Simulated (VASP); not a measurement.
# TlGeSe2 (I4/mcm) in VASP: single point with r2SCAN

Aim: the single point of TlGeSe2 with r2SCAN.

Program: VASP 6.6.1. These are calculated values, not measurements. Logs are shortened: lines on timing, memory, paths and dates and some standing lists are left out, and cuts for length are marked.

**1. The cell of the first run**

It takes space group I4/mcm (No. 140, tetragonal). The conventional cell has a = 7.865 Å, b = 7.865 Å, c = 6.664 Å, α = 90.00°, β = 90.00°, γ = 90.00°. Ge (site symmetry -42m) has 4 Se at 2.55 Å and 2 Ge at 3.33 Å within 3.4 Å. Within 3.4 Å of Se (site symmetry m2m) lie 2 Ge at 2.55 Å and 4 Tl at 3.35 Å. Within 4.4 Å of Tl (site symmetry 422) lie 2 Tl at 3.33 Å and 8 Se at 3.35 Å and 4 Ge at 3.93 Å.

**2. Single point, r2SCAN**

Input file POSCAR:

```
TlGeSe2
1.0
   -3.9324040000      3.9324040000      3.3321080000
    3.9324040000     -3.9324040000      3.3321080000
    3.9324040000      3.9324040000     -3.3321080000
Ge Se Tl
2 4 2
Direct
    0.7500000000      0.2500000000      0.5000000000
    0.2500000000      0.7500000000      0.5000000000
    0.6740000000      0.1740000000      0.8480000000
    0.1740000000      0.3260000000      0.5000000000
    0.3260000000      0.8260000000      0.1520000000
    0.8260000000      0.6740000000      0.5000000000
    0.2500000000      0.2500000000      0.0000000000
    0.7500000000      0.7500000000      0.0000000000
```

Input file INCAR.step1:

```
PREC     = Accurate       # precision mode
ENCUT    = 520            # plane-wave cutoff, eV
ISMEAR   = 1              # smearing method
SIGMA    = 0.033          # smearing width, eV
LREAL    = F              # projectors in reciprocal space
LASPH    = T              # aspherical terms in the spheres
NELM     = 80             # most SCF steps
NBANDS   = 49             # bands
GGA      = PE             # functional
ALGO     = Normal         # electronic algorithm
EDIFF    = 1E-4           # SCF threshold, eV
LWAVE    = T              # write WAVECAR
LCHARG   = F              # write CHGCAR
```

Input file INCAR.step2:

```
PREC     = Accurate       # precision mode
ENCUT    = 520            # plane-wave cutoff, eV
EDIFF    = 1E-7           # SCF threshold, eV
ISMEAR   = 1              # smearing method
SIGMA    = 0.033          # smearing width, eV
LREAL    = F              # projectors in reciprocal space
LASPH    = T              # aspherical terms in the spheres
NELM     = 80             # most SCF steps
ALGO     = Normal         # electronic algorithm
ISIF     = 2              # what is computed and relaxed
LWAVE    = F              # write WAVECAR
LCHARG   = F              # write CHGCAR
METAGGA  = R2SCAN         # meta-GGA
LMIXTAU  = T            
NBANDS   = 49             # bands
ISTART   = 1
```

Input file KPOINTS:

```
Automatic mesh
0
Gamma
  6 6 6
```

Potentials or basis: VASP PAW PBE potentials, release 64 (Ge_d, Se, Tl_d).

The run is started by

```sh
$ cat potpaw_PBE.64/Ge_d/POTCAR potpaw_PBE.64/Se/POTCAR potpaw_PBE.64/Tl_d/POTCAR > POTCAR
$ cp INCAR.step1 INCAR
$ mpirun -np 1 vasp_std > vasp.out
$ cp INCAR.step2 INCAR
$ mpirun -np 1 vasp_std > vasp.out
```

OUTCAR:

```text
PREC = Accurate
   ENCUT = 520
   EDIFF = 1E-7
   ISMEAR = 1
   LREAL = F
   LASPH = T
   NELM = 80
   ISIF = 2
   METAGGA = R2SCAN
   ISTART = 1

 ion  position               nearest neighbor table
   1  0.750  0.250  0.500-   3 2.55   4 2.55   5 2.55   6 2.55
   2  0.250  0.750  0.500-   3 2.55   4 2.55   5 2.55   6 2.55
   3  0.674  0.174  0.848-   1 2.55   2 2.55   7 3.35   8 3.35   7 3.35   8 3.35
   4  0.174  0.326  0.500-   1 2.55   2 2.55   8 3.35   7 3.35   7 3.35   8 3.35
   5  0.326  0.826  0.152-   1 2.55   2 2.55   7 3.35   8 3.35   7 3.35   8 3.35
   6  0.826  0.674  0.500-   1 2.55   2 2.55   7 3.35   8 3.35   8 3.35   7 3.35
   7  0.250  0.250  0.000-   8 3.33   8 3.33   3 3.35   4 3.35   5 3.35   6 3.35   4 3.35   6 3.35
                             3 3.35   5 3.35
   8  0.750  0.750  0.000-   7 3.33   7 3.33   3 3.35   5 3.35   6 3.35   5 3.35   6 3.35   3 3.35
                             4 3.35   4 3.35

  LATTYP: Found a body centered tetragonal cell.
 ALAT       =     7.8648080000
 C/A-ratio  =     0.8473463052

  Lattice vectors:

 A1 = (  -3.9324040000,   3.9324040000,   3.3321080000)
 A2 = (   3.9324040000,  -3.9324040000,   3.3321080000)
 A3 = (   3.9324040000,   3.9324040000,  -3.3321080000)

Analysis of symmetry for initial positions (statically):
=====================================================================
 Subroutine PRICEL returns:
 Original cell was already a primitive cell.

 Routine SETGRP: Setting up the symmetry group for a
 body centered tetragonal supercell.

 Subroutine GETGRP returns: Found 16 space group operations
 (whereof  8 operations were pure point group operations)
 out of a pool of 16 trial point group operations.

The static configuration has the point symmetry C_4h.
 The point group associated with its full space group is D_4h.

Analysis of symmetry for dynamics (positions and initial velocities):
=====================================================================
 Subroutine PRICEL returns:
 Original cell was already a primitive cell.

 Routine SETGRP: Setting up the symmetry group for a
 body centered tetragonal supercell.

 Subroutine GETGRP returns: Found 16 space group operations
 (whereof  8 operations were pure point group operations)
 out of a pool of 16 trial point group operations.

The dynamic configuration has the point symmetry C_4h.
 The point group associated with its full space group is D_4h.

 Subroutine INISYM returns: Found 16 space group operations
[... 115 lines left out ...]
   ISIF   =      2    stress and relaxation
   ISYM   =      2    0-nonsym 1-usesym 2-fastsym
   POTIM  = 0.5000    time-step for ionic-motion
   TEBEG  =    0.0;   TEEND  =   0.0 temperature during run
   PSTRESS=    0.0 pullay stress
   NELECT =      78.0000    total number of electrons
   NUPDOWN=      -1.0000    fix difference up-down
   EMIN   =  10.00;   EMAX   =-10.00  energy-range for DOS
   EFERMI =   0.00;   METHOD = LEGACY
   ISMEAR =     1;   SIGMA  =   0.03  broadening in eV -4-tet -1-fermi 0-gaus
   EFERMI_NEDOS =   21; number of points for ismear=-14 and -15
   IALGO  =     38    algorithm
   IMIX   =      4    mixing-type and parameters
     AMIX     =   0.40;   BMIX     =  1.00
     AMIX_MAG =   1.60;   BMIX_MAG =  1.00
  volume/ion in A,a.u.               =      25.76       173.86
  Fermi-wavevector in a.u.,A,eV,Ry     =   1.184153  2.237725 19.078348  1.402219
  Thomas-Fermi vector in A             =   2.320373
   LORBIT       =      0    0 simple, 1 ext, 2 COOP (PROOUT), +10 PAW based schemes
   METAGGA = R2SCAN    functional components
   LHFCALC =     F    Hartree Fock is set to
   AEXX    =    0.0000 exact exchange contribution
   IVDW    =     0    specifies the selected vdW correction
   LEPSILON=     F    determine dielectric tensor
   LRPA    =     F    only Hartree local field effects (RPA)
 non-spin polarized calculation
 Methfessel and Paxton  Order N= 1 SIGMA  =   0.03
  energy-cutoff  :      520.00
  volume of cell :      206.11
 maximum number of plane-waves:      5600
   NGX = 25   NGY = 25   NGZ = 25

 number of electron      77.9999983 magnetization

 Free energy of the ion-electron system (eV)
  ---------------------------------------------------
  ext. energy  EPLUGINS =         0.00000000
  ---------------------------------------------------
  free energy    TOTEN  =      -193.57026334 eV

  energy without entropy =     -193.56986942  energy(sigma->0) =     -193.57013204

 E-fermi :   4.6997     XC(G=0): -10.1934

 val. band max:        4.6764849444   @ k =   0.5000   0.5000   0.3333
 cond. band min:       4.7031043241   @ k =  -0.3333  -0.3333   0.1667
 fundamental gap:      0.0266193797
 Fermi energy:         4.6996561157

 k-point     1 :       0.0000    0.0000    0.0000
  band No.  band energies     occupation
      1     -21.4421      2.00000
      2     -21.4420      2.00000
      3     -21.4393      2.00000
      4     -21.4348      2.00000
      5     -21.4310      2.00000
      6     -21.4232      2.00000
[... 1237 lines left out ...]
     48       8.9135      0.00000
     49       9.0178      0.00000

 [... further k-points ...]

------------------------ aborting loop because EDIFF is reached ----------------------------------------

  FORCE on cell =-STRESS in cart. coord.  units (eV):
  Direction    XX          YY          ZZ          XY          YZ          ZX
  --------------------------------------------------------------------------------------
  -------------------------------------------------------------------------------------
  Total        1.9986918      1.9986918     -0.2143487      0.0000000      0.0000000      0.0000000
  in kB       15.5367832     15.5367832     -1.6662346      0.0000000      0.0000000      0.0000000
  external PRESSURE =       9.8024439 kB  Pullay stress =       0.0000000 kB

 VOLUME and BASIS-vectors are now :
 -----------------------------------------------------------------------------
  energy-cutoff  :      520.00
  volume of cell :      206.11
      direct lattice vectors                 reciprocal lattice vectors
    -3.932404000  3.932404000  3.332108000     0.000000000  0.127148686  0.150055160
     3.932404000 -3.932404000  3.332108000     0.127148686  0.000000000  0.150055160
     3.932404000  3.932404000 -3.332108000     0.127148686  0.127148686  0.000000000

 POSITION                                       TOTAL-FORCE (eV/Angst)
 -----------------------------------------------------------------------------------
      0.00000      3.93240      1.66605         0.000000     -0.000000     -0.000000
      3.93240      0.00000      1.66605         0.000000     -0.000000     -0.000000
      1.36848      5.30088      0.00000        -0.135509     -0.135509      0.000000
      2.56393      1.36848      0.00000         0.135509     -0.135509     -0.000000
      2.56393     -1.36848      3.33211         0.135509      0.135509     -0.000000
      1.36848      2.56393      3.33211        -0.135509      0.135509      0.000000
      0.00000      0.00000      1.66605         0.000000     -0.000000     -0.000000
      0.00000      0.00000      4.99816         0.000000     -0.000000     -0.000000
 -----------------------------------------------------------------------------------
    total drift:                                0.000000      0.000000      0.000000

  FREE ENERGIE OF THE ION-ELECTRON SYSTEM (eV)
  ---------------------------------------------------
  free  energy   TOTEN  =      -193.5702633442 eV

  energy  without entropy=     -193.5698694186  energy(sigma->0) =     -193.57013204
```

Wall time 35 min (1 thread of Intel Xeon 8259CL, shared host); peak memory 0.55 GiB.

Results:

* Free energy: -193.5703 eV
* Pressure: 1.0 GPa
* Largest force: 0.192 eV/Å
* Band gap on the k mesh: zero (bands 39 and 40 overlap by 0.73 eV)

Forces on the atoms (eV/Å):
```
Ge   0.000  0.000  0.000
Ge   0.000  0.000  0.000
Se  -0.136 -0.136  0.000
Se   0.136 -0.136  0.000
Se   0.136  0.136  0.000
Se  -0.136  0.136  0.000
Tl   0.000  0.000  0.000
Tl   0.000  0.000  0.000
```

Stress tensor (GPa, compression positive):
```
 1.55  0.00  0.00
 0.00  1.55  0.00
 0.00  0.00 -0.17
```

Caveat: the PAW data sets were made with another functional, which shifts forces and pressure a little; spin-orbit coupling is left out, which moves the levels of the heavy elements.

The gap in the log of VASP goes by the Fermi energy; the results here count the filled bands.